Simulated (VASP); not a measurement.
# Si2Mo (I4/mmm) in VASP: a series of runs

Runs on Si2Mo. Level: PBEsol. Tasks: single point.

All numbers are computed with VASP 6.6.1; they aren't measurements. Logs are shortened: lines on timing, memory, paths and dates and some standing lists are left out, and cuts for length are marked.

### Step 1. The cell of the first run

It takes space group I4/mmm (No. 139, tetragonal). Conventional cell: a = 3.104 Å, b = 3.104 Å, c = 7.861 Å, α = 90.00°, β = 90.00°, γ = 90.00°. Si (site symmetry 4mm) has 9 Si at 2.55 to 3.10 Å and 5 Mo at 2.56 to 2.62 Å within 3.4 Å. Mo (site symmetry 4/mmm) has 10 Si at 2.56 to 2.62 Å and 4 Mo at 3.10 Å within 3.4 Å.

### Step 2. Single point, PBEsol (equal xx and yy strain of -3 %)

The input, INCAR:

```
PREC = Accurate ; ENCUT = 520
EDIFF = 1E-7 ; ISMEAR = -1
SIGMA = 0.03 ; LREAL = False
LASPH = True ; NELM = 100
ALGO = Normal ; ISIF = 2
LWAVE = False ; LCHARG = True
GGA = PS ; LELF = True
LVHAR = True ; ISYM = 0
NBANDS = 18
```

The input, KPOINTS:

```
Automatic mesh
0
Gamma
  12 12 16
```

The input, POSCAR:

```
Si2Mo
1.0
   -1.5520000000      1.5520000000      3.9305000000
    1.5520000000     -1.5520000000      3.9305000000
    1.5520000000      1.5520000000     -3.9305000000
Si Mo
2 1
Direct
    0.3330000000      0.3330000000      0.0000000000
    0.6670000000      0.6670000000      0.0000000000
    0.0000000000      0.0000000000      0.0000000000
```

Potentials or basis: VASP PAW PBE potentials, release 64 (Si, Mo_sv).

Started as:

```bash
cat potpaw_PBE.64/Si/POTCAR potpaw_PBE.64/Mo_sv/POTCAR > POTCAR
mpirun -np 1 vasp_std > vasp.out
```

OUTCAR:

```text
PREC = Accurate
   ENCUT = 520
   EDIFF = 1E-7
   ISMEAR = -1
   LREAL = False
   LASPH = True
   NELM = 100
   ISIF = 2
   GGA = PS
   ISYM = 0

 ion  position               nearest neighbor table
   1  0.333  0.333  0.000-   2 2.55   2 2.55   2 2.55   2 2.55   3 2.56   3 2.56   3 2.56   3 2.56
                             3 2.62   2 2.63
   2  0.667  0.667  0.000-   1 2.55   1 2.55   1 2.55   1 2.55   3 2.56   3 2.56   3 2.56   3 2.56
                             3 2.62   1 2.63
   3  0.000  0.000  0.000-   2 2.56   2 2.56   2 2.56   1 2.56   2 2.56   1 2.56   1 2.56   1 2.56
                             1 2.62   2 2.62

IMPORTANT INFORMATION: All symmetrisations will be switched off!
NOSYMM: (Re-)initialisation of all symmetry stuff for point group C_1.

----------------------------------------------------------------------------------------

                                     Primitive cell

  volume of cell :      37.8696

  direct lattice vectors                    reciprocal lattice vectors
    -1.552000000  1.552000000  3.930500000     0.000000000  0.322164948  0.127210279
     1.552000000 -1.552000000  3.930500000     0.322164948  0.000000000  0.127210279
     1.552000000  1.552000000 -3.930500000     0.322164948  0.322164948  0.000000000

  length of vectors
     4.501803888  4.501803888  4.501803888     0.346370768  0.346370768  0.455610039

  position of ions in fractional coordinates (direct lattice)
     0.333000000  0.333000000  0.000000000
     0.667000000  0.667000000  0.000000000
     0.000000000  0.000000000  0.000000000

  ion indices of the primitive-cell ions
   primitive index   ion index
                 1           1
                 2           2
                 3           3

----------------------------------------------------------------------------------------

 KPOINTS: Automatic mesh

Automatic generation of k-mesh.
 Grid dimensions read from file:
 generate k-points for:   12   12   16

 Generating k-lattice:

  Cartesian coordinates                     Fractional coordinates (reciprocal lattice)
     0.000000000  0.026847079  0.010600857     0.083333333  0.000000000 -0.000000000
     0.026847079  0.000000000  0.010600857     0.000000000  0.083333333 -0.000000000
     0.020135309  0.020135309  0.000000000     0.000000000  0.000000000  0.062500000

  Length of vectors
     0.028864231  0.028864231  0.028475627

  Shift w.r.t. Gamma in fractional coordinates (k-lattice)
     0.000000000  0.000000000  0.000000000

 -----------------------------------------------------------------------------
|                                                                             |
|           W    W    AA    RRRRR   N    N  II  N    N   GGGG   !!!           |
|           W    W   A  A   R    R  NN   N  II  NN   N  G    G  !!!           |
|           W    W  A    A  R    R  N N  N  II  N N  N  G       !!!           |
|           W WW W  AAAAAA  RRRRR   N  N N  II  N  N N  G  GGG   !            |
|           WW  WW  A    A  R   R   N   NN  II  N   NN  G    G                |
|           W    W  A    A  R    R  N    N  II  N    N   GGGG   !!!           |
|                                                                             |
|     Your reciprocal lattice and k-lattice belong to different lattice       |
|     classes:                                                                |
|                                                                             |
|        The reciprocal lattice is body-centered tetragonal,                  |
|        whereas your k-lattice is base-centered monoclinic.                  |
|                                                                             |
|     Results are often still useful ...                                      |
|                                                                             |
 -----------------------------------------------------------------------------

 WARNING: IBZKPT: internal override: KBLOWUP is changed to .FALSE.
      ... skipping the blow-up phase ...

 Subroutine IBZKPT returns following result:
 ===========================================

 Found   1156 irreducible k-points:

 Following reciprocal coordinates:
            Coordinates               Weight
  0.000000  0.000000  0.000000      1.000000
  0.083333  0.000000  0.000000      2.000000
  0.166667 -0.000000  0.000000      2.000000
  0.250000  0.000000 -0.000000      2.000000
  0.333333 -0.000000  0.000000      2.000000
  0.416667  0.000000 -0.000000      2.000000
[... 16 lines left out ...]
  0.250000  0.166667  0.000000      2.000000
  0.333333  0.166667  0.000000      2.000000
 [... further k-points ...]
   k-points           NKPTS =   1156   k-points in BZ     NKDIM =   1156   number of bands    NBANDS=     18
   number of dos      NEDOS =    301   number of ions     NIONS =      3
   total plane-waves  NPLWV =  46656
   dimension x,y,z NGX =    36 NGY =   36 NGZ =   36
[... 98 lines left out ...]
      4     -21.4899      2.00000
      5      -0.3057      2.00000
      6       6.3811      2.00000
[... 10 lines left out ...]
     17      19.5176      0.00000
     18      20.7936      0.00000

 k-point     4 :       0.2500    0.0000   -0.0000
  band No.  band energies     occupation
      1     -47.4059      2.00000
      2     -21.6806      2.00000
      3     -21.6650      2.00000
      4     -21.4813      2.00000
      5       0.3290      2.00000
      6       6.1204      2.00000
[... 10 lines left out ...]
     17      20.6826      0.00000
     18      22.4817      0.00000

 k-point     5 :       0.3333   -0.0000    0.0000
  band No.  band energies     occupation
      1     -47.3988      2.00000
      2     -21.7687      2.00000
      3     -21.6576      2.00000
      4     -21.4727      2.00000
      5       1.1663      2.00000
      6       5.3708      2.00000
[... 10 lines left out ...]
     17      20.5889      0.00000
     18      22.7946      0.00000

 k-point     6 :       0.4167    0.0000   -0.0000
  band No.  band energies     occupation
      1     -47.3936      2.00000
      2     -21.8328      2.00000
      3     -21.6517      2.00000
      4     -21.4664      2.00000
      5       2.1546      2.00000
      6       4.3683      2.00000
[... 10 lines left out ...]
     17      19.9962      0.00000
     18      21.2631      0.00000

 k-point     7 :       0.5000    0.0000   -0.0000
  band No.  band energies     occupation
      1     -47.3917      2.00000
      2     -21.8561      2.00000
      3     -21.6496      2.00000
      4     -21.4641      2.00000
      5       3.0777      2.00000
      6       3.4348      2.00000
[... 10 lines left out ...]
     17      19.7886      0.00000
     18      20.4132      0.00000

 k-point     8 :       0.0000    0.0833    0.0000
  band No.  band energies     occupation
      1     -47.4181      2.00000
      2     -21.6793      2.00000
      3     -21.5230      2.00000
      4     -21.4961      2.00000
      5      -0.7017      2.00000
      6       6.3654      2.00000
[... 10 lines left out ...]
     17      18.6057      0.00000
     18      19.2481      0.00000
[... 229 lines left out ...]
     17      18.8502      0.00000
     18      19.4858      0.00000

 k-point    20 :      -0.0000    0.1667    0.0000
  band No.  band energies     occupation
      1     -47.4130      2.00000
      2     -21.6736      2.00000
      3     -21.5898      2.00000
      4     -21.4899      2.00000
      5      -0.3057      2.00000
      6       6.3811      2.00000
[... 10 lines left out ...]
     17      19.5176      0.00000
     18      20.7936      0.00000

 k-point    21 :       0.0833    0.1667    0.0000
  band No.  band energies     occupation
      1     -47.4110      2.00000
      2     -21.6730      2.00000
      3     -21.5872      2.00000
      4     -21.5140      2.00000
      5      -0.1088      2.00000
      6       6.1123      2.00000
[... 10 lines left out ...]
     17      19.7496      0.00000
     18      20.8357      0.00000

 k-point    22 :       0.1667    0.1667   -0.0000
  band No.  band energies     occupation
      1     -47.4059      2.00000
      2     -21.6681      2.00000
      3     -21.5849      2.00000
      4     -21.5747      2.00000
      5       0.3287      2.00000
      6       5.9160      2.00000
[... 10 lines left out ...]
     17      20.2824      0.00000
     18      21.2789      0.00000

 k-point    23 :       0.2500    0.1667    0.0000
  band No.  band energies     occupation
      1     -47.3989      2.00000
      2     -21.6704      2.00000
      3     -21.6584      2.00000
      4     -21.5694      2.00000
      5       0.9775      2.00000
      6       5.6973      2.00000
[... 10 lines left out ...]
     17      20.2216      0.00000
     18      22.1043      0.00000

 k-point    24 :       0.3333    0.1667    0.0000
  band No.  band energies     occupation
      1     -47.3919      2.00000
      2     -21.7561      2.00000
      3     -21.6508      2.00000
      4     -21.5595      2.00000
      5       1.7966      2.00000
      6       5.2433      2.00000
[... 10 lines left out ...]
     17      20.8806      0.00000
     18      22.0620      0.00000

 [... further k-points ...]
[... 5 lines left out ...]
  --------------------------------------------------------------------------------------
  -------------------------------------------------------------------------------------
  Total        3.7990396      3.7990397      0.8251821     -0.0022078     -0.0017206     -0.0017204
  in kB      160.7286036    160.7286105     34.9115532     -0.0934051     -0.0727941     -0.0727843
  external PRESSURE =     118.7895891 kB  Pullay stress =       0.0000000 kB

 VOLUME and BASIS-vectors are now :
 -----------------------------------------------------------------------------
  energy-cutoff  :      520.00
  volume of cell :       37.87
      direct lattice vectors                 reciprocal lattice vectors
    -1.552000000  1.552000000  3.930500000     0.000000000  0.322164948  0.127210279
     1.552000000 -1.552000000  3.930500000     0.322164948  0.000000000  0.127210279
     1.552000000  1.552000000 -3.930500000     0.322164948  0.322164948  0.000000000

 POSITION                                       TOTAL-FORCE (eV/Angst)
 -----------------------------------------------------------------------------------
      0.00000      0.00000      2.61771         0.000313      0.000313      0.224629
      0.00000      0.00000      5.24329        -0.000313     -0.000313     -0.224629
      0.00000      0.00000      0.00000         0.000000      0.000000      0.000000
 -----------------------------------------------------------------------------------
    total drift:                               -0.000000      0.000000      0.000000

  FREE ENERGIE OF THE ION-ELECTRON SYSTEM (eV)
  ---------------------------------------------------
  free  energy   TOTEN  =       -24.9732961086 eV

  energy  without entropy=      -24.9726409321  energy(sigma->0) =      -24.97296852
```

It took 6.5 min on 1 thread of Intel Xeon 6975P-C (Granite Rapids), shared host; peak memory 0.8 GiB.

Results:

```yaml
Free_energy: -24.9733 eV
Pressure: 11.9 GPa
Largest_force: 0.225 eV/Å
Band_gap_on_the_k_mesh: zero (bands 11 and 12 overlap by 1.00 eV)
```

Forces on the atoms (eV/Å):
```
Si   0.000  0.000  0.225
Si   0.000  0.000 -0.225
Mo   0.000  0.000  0.000
```

Stress tensor (GPa, compression positive):
```
16.07 -0.01 -0.01
-0.01 16.07 -0.01
-0.01 -0.01  3.49
```

Caveat: the cell differs from its parent crystal (equal xx and yy strain of -3 %); the cell stands under pressure; the PAW data sets were made with another functional, which shifts forces and pressure a little.

### Step 3. Single point, PBEsol (12.88 Å³/atom)

This run uses another cell than the first one, of 12.88 Å³/atom.

The input, INCAR:

```
  ALGO = Normal
  EDIFF = 1E-6
  ENCUT = 520
  GGA = PS
  ISIF = 2
  ISMEAR = -1
  ISYM = 0
  LASPH = T
  LCHARG = F
  LREAL = F
  LWAVE = F
  NBANDS = 18
  NELM = 100
  PREC = Accurate
  SIGMA = 0.03
```

The input, KPOINTS:

```
k-points
0
Gamma
  12 12 16
```

The input, POSCAR:

```
Si2Mo
1.0
   -1.5783757276      1.5783757276      3.8773786233
    1.5783757276     -1.5783757276      3.8773786233
    1.5783757276      1.5783757276     -3.8773786233
Si Mo
2 1
Direct
    0.3330000000      0.3330000000      0.0000000000
    0.6670000000      0.6670000000      0.0000000000
    0.0000000000      0.0000000000      0.0000000000
```

Potentials or basis: VASP PAW PBE potentials, release 64 (Si, Mo_sv).

Started as:

```bash
cat potpaw_PBE.64/Si/POTCAR potpaw_PBE.64/Mo_sv/POTCAR > POTCAR
mpirun -np 1 vasp_std > vasp.out
```

Run time: 6.1 min. Hardware: 1 thread of Intel Xeon 6975P-C (Granite Rapids), shared host; peak memory 0.81 GiB.

It converged, with:

- Free energy: -25.0491 eV
- Pressure: 7.1 GPa
- Largest force: 0.262 eV/Å
- Band gap on the k mesh: zero (bands 11 and 12 overlap by 1.02 eV)

Forces on the atoms (eV/Å):
```
Si   0.001  0.001  0.262
Si  -0.001 -0.001 -0.262
Mo   0.000  0.000  0.000
```

Levels at points of the mesh, in eV from the Fermi level:
| k point | band 8 | band 9 | band 10 | band 11 | band 12 | band 13 | band 14 | band 15 |
| --- | --- | --- | --- | --- | --- | --- | --- | --- |
| (0.00, 0.00, 0.00) | -3.27 | -2.80 | -2.80 | 0.42 | 2.91 | 3.33 | 3.74 | 3.74 |
| (0.50, 0.00, 0.00) | -4.61 | -2.80 | -2.65 | -0.59 | 2.38 | 3.08 | 4.34 | 4.34 |
| (0.00, 0.50, 0.00) | -4.61 | -2.80 | -2.65 | -0.59 | 2.38 | 3.08 | 4.34 | 4.34 |
| (0.50, 0.50, 0.00) | -5.26 | -4.68 | -3.26 | -1.16 | 2.44 | 2.88 | 3.17 | 3.37 |
| (0.00, 0.00, 0.50) | -5.26 | -4.68 | -3.26 | -1.16 | 2.44 | 2.88 | 3.17 | 3.36 |
| (0.50, 0.00, 0.50) | -4.60 | -2.80 | -2.65 | -0.59 | 2.38 | 3.08 | 4.34 | 4.34 |
| (0.00, 0.50, 0.50) | -4.60 | -2.80 | -2.65 | -0.59 | 2.38 | 3.08 | 4.34 | 4.34 |
| (0.50, 0.50, 0.50) | -2.45 | -0.64 | -0.64 | -0.53 | -0.53 | 0.56 | 4.78 | 5.64 |

Caveat: the cell stands under pressure; the PAW data sets were made with another functional, which shifts forces and pressure a little.

### Step 4. Single point, PBEsol (12.61 Å³/atom)

The input, INCAR:

```
SYSTEM = Si2Mo
PREC     = Accurate       ! precision mode
ENCUT    = 520            ! plane-wave cutoff, eV
EDIFF    = 1E-6           ! SCF threshold, eV
ISMEAR   = -1             ! smearing method
SIGMA    = 0.03           ! smearing width, eV
LREAL    = .False.        ! projectors in reciprocal space
LASPH    = .True.         ! aspherical terms in the spheres
NELM     = 80             ! most SCF steps
ALGO     = Normal         ! electronic algorithm
ISIF     = 2              ! what is computed and relaxed
LWAVE    = .False.        ! write WAVECAR
LCHARG   = .False.        ! write CHGCAR
GGA      = PS             ! functional
NBANDS   = 18             ! bands
ISYM     = 0
```

The input, KPOINTS:

```
Automatic mesh
0
Gamma
  12 12 16
  0 0 0
```

The input, POSCAR:

```
Si2Mo
1.0
   -1.5673377739      1.5673377739      3.8502632003
    1.5673377739     -1.5673377739      3.8502632003
    1.5673377739      1.5673377739     -3.8502632003
Si Mo
2 1
Direct
    0.3330000000      0.3330000000      0.0000000000
    0.6670000000      0.6670000000      0.0000000000
    0.0000000000      0.0000000000      0.0000000000
```

Started as:

```bash
cat potpaw_PBE.64/Si/POTCAR potpaw_PBE.64/Mo_sv/POTCAR > POTCAR
mpirun -np 1 vasp_std > vasp.out
```

Wall time 14 min (1 thread of Intel Xeon Platinum 8488C (Sapphire Rapids), shared host); peak memory 0.8 GiB.

Results (log left out):

```yaml
Free_energy: -24.9995 eV
Pressure: 12.7 GPa
Largest_force: 0.227 eV/Å
Band_gap_on_the_k_mesh: zero (bands 11 and 12 overlap by 1.03 eV)
```

Forces in eV/Å, atoms in the order of the input:
```
Si   0.001  0.001  0.227
Si  -0.001 -0.001 -0.227
Mo   0.000  0.000  0.000
```

Stress tensor (GPa, compression positive):
```
12.43  0.03 -0.01
 0.03 12.43 -0.01
-0.01 -0.01 13.16
```

Levels at points of the mesh, in eV from the Fermi level:
| k point | band 7 | band 8 | band 9 | band 10 | band 11 | band 12 | band 13 | band 14 | band 15 | band 16 |
| --- | --- | --- | --- | --- | --- | --- | --- | --- | --- | --- |
| (0.00, 0.00, 0.00) | -3.38 | -3.38 | -2.85 | -2.85 | 0.43 | 2.83 | 3.47 | 3.81 | 3.81 | 4.36 |
| (0.50, 0.00, 0.00) | -5.21 | -4.66 | -2.87 | -2.71 | -0.62 | 2.46 | 3.13 | 4.39 | 4.52 | 5.57 |
| (0.00, 0.50, 0.00) | -5.21 | -4.66 | -2.87 | -2.71 | -0.62 | 2.46 | 3.13 | 4.39 | 4.52 | 5.57 |
| (0.50, 0.50, 0.00) | -6.00 | -5.24 | -4.76 | -3.35 | -1.15 | 2.52 | 2.99 | 3.26 | 3.44 | 4.84 |
| (0.00, 0.00, 0.50) | -6.00 | -5.24 | -4.76 | -3.35 | -1.15 | 2.52 | 2.99 | 3.26 | 3.44 | 4.84 |
| (0.50, 0.00, 0.50) | -5.21 | -4.66 | -2.87 | -2.71 | -0.62 | 2.46 | 3.13 | 4.39 | 4.52 | 5.57 |
| (0.00, 0.50, 0.50) | -5.21 | -4.66 | -2.87 | -2.71 | -0.62 | 2.46 | 3.13 | 4.39 | 4.52 | 5.57 |
| (0.50, 0.50, 0.50) | -3.91 | -2.51 | -0.66 | -0.66 | -0.52 | -0.52 | 0.58 | 4.88 | 5.90 | 5.90 |

Caveat: the cell stands under pressure; the PAW data sets were made with another functional, which shifts forces and pressure a little.

### Step 5. Overview

| cell | gap on the mesh (eV) | pressure (GPa) | largest force (eV/Å) |
| --- | --- | --- | --- |
| a = 4.502 Å, angles 139.7, 139.7, 58.4°, 3 atoms | none | 11.9 | 0.22 |
| a = 4.474 Å, angles 138.7, 138.7, 59.9°, 3 atoms | none | 7.1 | 0.26 |
| a = 4.443 Å, angles 138.7, 138.7, 59.9°, 3 atoms | none | 12.7 | 0.23 |

Alike in all rows: task single point; level PBEsol; potentials or basis VASP PAW PBE potentials, release 64 (Si, Mo_sv); no spin polarisation; k mesh 12 × 12 × 16; cutoff (eV) 520; smearing fermi-dirac 0.03 eV.

Caveats: the cell stands under pressure; the PAW data sets were made with another functional, which shifts forces and pressure a little.

Total energies depend on the potentials used, so only differences within one code and one set of settings carry meaning.
